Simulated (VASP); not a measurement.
Set up this calculation in VASP 6.6.1, as the native input.

- Task: single point
- Functional: PBEsol
- Potentials or basis: VASP PAW PBE potentials, release 64 (Si, Ge_d)
- Cutoff: 520 eV
- k mesh: 12 × 12 × 6
- Occupations: gaussian, width 0.02 eV
- Spin: no spin polarisation
- Dipole correction: no
- Further INCAR settings: ALGO = Normal; EDIFF = 1e-07; NBANDS = 26

The structure of SiGe lies in POSCAR:

```
SiGe
1.0
    3.9780938099      0.0000000000      0.0000000000
   -1.9890469050      3.4451302980      0.0000000000
    0.0000000000      0.0000000000      6.5664792024
Si Ge
2 2
Direct
    0.6666666667      0.3333333333      0.8746776673
    0.3333333333      0.6666666667      0.3746776673
    0.6666666667      0.3333333333      0.5003213327
    0.3333333333      0.6666666667      0.0003213327
```

This cell differs from its parent crystal: volume scaled by 1.06, then relaxed in part.

These files were run (other wordings do the same):

INCAR

```
SYSTEM = SiGe
ALGO     = Normal         ! electronic algorithm
EDIFF    = 1E-7           ! SCF threshold, eV
ENCUT    = 520            ! plane-wave cutoff, eV
GGA      = PS             ! functional
ISIF     = 2              ! what is computed and relaxed
ISMEAR   = 0              ! smearing method
LASPH    = .True.         ! aspherical terms in the spheres
LCHARG   = .True.         ! write CHGCAR
LELF     = .True.         ! ELF
LREAL    = .False.        ! projectors in reciprocal space
LVHAR    = .True.       
LWAVE    = .False.        ! write WAVECAR
NBANDS   = 26             ! bands
NELM     = 80             ! most SCF steps
PREC     = Accurate       ! precision mode
SIGMA    = 0.02           ! smearing width, eV
```

KPOINTS

```
k-points
0
Gamma
  12 12 6
  0 0 0
```

Potentials or basis: VASP PAW PBE potentials, release 64 (Si, Ge_d).

The run is started by

```console
$ cat potpaw_PBE.64/Si/POTCAR potpaw_PBE.64/Ge_d/POTCAR > POTCAR
$ mpirun -np 1 vasp_std > vasp.out
```

It gave:

```
Pressure               : -4.1 GPa
Largest force          : 0.008 eV/Å
Band gap on the k mesh : 0.25 eV, direct
```

Caveat: the PAW data sets were made with another functional, which shifts forces and pressure a little.

Wall time 69 s on 1 thread of Intel(R) Xeon(R) 6975P-C (Granite Rapids), on a shared host, peak memory 0.3 GiB.
